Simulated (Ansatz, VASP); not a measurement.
**InP in VASP and in Ansatz**

INCAR

```
SYSTEM = InP
PREC = Accurate
ENCUT = 520
EDIFF = 1E-7
ISMEAR = 0
SIGMA = 0.15
LREAL = .False.
LASPH = .True.
NELM = 60
ALGO = Normal
ISIF = 2
LWAVE = .False.
LCHARG = .True.
GGA = PE
LELF = .True.
LVHAR = .True.
NBANDS = 16
```

File KPOINTS:

```
regular mesh
0
Gamma
  20 20 20
  0 0 0
```

File POSCAR:

```
InP
1.0
    0.0000000000      2.8043213218      2.9192984959
    2.8043213218      0.0000000000      2.9192984959
    2.8043213218      2.8043213218      0.0000000000
In P
1 1
Direct
    0.0000000000      0.0000000000      0.0000000000
    0.5000000000      0.5000000000      0.5000000000
```

Input for Ansatz:

```yaml
crystal:
  lattice:
    - [0.0, 2.8043213218, 2.9192984959]
    - [2.8043213218, 0.0, 2.9192984959]
    - [2.8043213218, 2.8043213218, 0.0]
  atoms:
    - { symbol: In, position: [0.0, 0.0, 0.0] }
    - { symbol: P, position: [0.5, 0.5, 0.5] }
basis:
  ecutwfc: 420
kpoints:
  mp_grid: { grid: [20, 20, 20] }
hamiltonian:
  xc: pbe
scf:
  occupations: { method: gaussian, width: 0.15 }
output:
  forces: true
  stress: true
  eigenvalues: true
```

Alike in both runs: task single point; functional PBE; k mesh 20 × 20 × 20; occupations gaussian, width 0.15 eV; no spin polarisation.

|  | VASP | Ansatz |
| --- | --- | --- |
| version | VASP 6.6.1 | Ansatz 0.2.0 |
| potentials or method | VASP PAW PBE potentials, release 64 (In_d, P), cutoff 520 eV | scalar-relativistic, plane waves, PAW |
| valence electrons in the cell | 18 | 18 |

|  | VASP | Ansatz | Ansatz less VASP |
| --- | --- | --- | --- |
| gap on the k mesh at the Fermi level (eV) | none | none | - |
| pressure (GPa) | -4.5 | -4.5 | +0.03 |
| traceless stress, the component that is largest in VASP (GPa) | -1.67 | -1.68 | -0.005 |

A gap of «none» marks a metal or a gap that the smearing closes. The functional is the same, so the differences come from potentials, cutoffs and numerics.
